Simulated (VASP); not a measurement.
## GaN (sol): single point with PBEsol

Crystal: GaN (sol).

```
CELL_PARAMETERS angstrom
3.18282 0.00000 0.00000
-1.59141 2.75640 0.00000
0.00000 0.00000 5.18567
ATOMIC_POSITIONS crystal
Ga 0.33333 0.66667 0.98169
Ga 0.66667 0.33333 0.48169
N 0.33333 0.66667 0.39531
N 0.66667 0.33333 0.89531
```

```json
{
 "Program": "VASP 6.6.1",
 "Task": "single point",
 "Functional": "PBEsol",
 "Potentials or basis": "VASP PAW PBE potentials, release 64 (Ga_d, N)",
 "Cutoff": "520 eV",
 "k mesh": "12 × 12 × 6",
 "Occupations": "gaussian, width 0.01 eV",
 "Spin": "no spin polarisation"
}
```

The pressure is 2.6 GPa. The largest force is 1.249 eV/Å and the band gap on the k mesh is 1.72 eV, direct.

Forces in eV/Å, atoms in the order of the input:
```
Ga   0.000  0.000  1.249
Ga   0.000  0.000  1.249
N    0.000  0.000 -1.249
N    0.000  0.000 -1.249
```

Stress tensor (GPa, compression positive):
```
 6.78  0.00  0.00
 0.00  6.78  0.00
 0.00  0.00 -5.86
```

Levels at points of the mesh, in eV from the valence-band top:
```tsv
k point	band 16	band 17	band 18	band 19	band 20	band 21
(0.00, 0.00, 0.00)	-0.43	-0.43	0.00	1.72	3.68	8.95
(0.50, 0.00, 0.00)	-3.20	-1.91	-1.74	4.57	5.28	5.82
(0.00, 0.00, 0.50)	-0.87	-0.87	-0.87	3.96	3.96	7.94
(0.50, 0.00, 0.50)	-2.51	-1.73	-1.73	4.19	4.19	6.96
```

Wall time 24 s on 1 thread of Intel(R) Xeon(R) 6975P-C (Granite Rapids), on a shared host, peak memory 0.21 GiB.

Caveat: the PAW data sets were made with another functional, which shifts forces and pressure a little. Expect the measured gap to be larger: semilocal functionals such as PBEsol lack the derivative discontinuity.
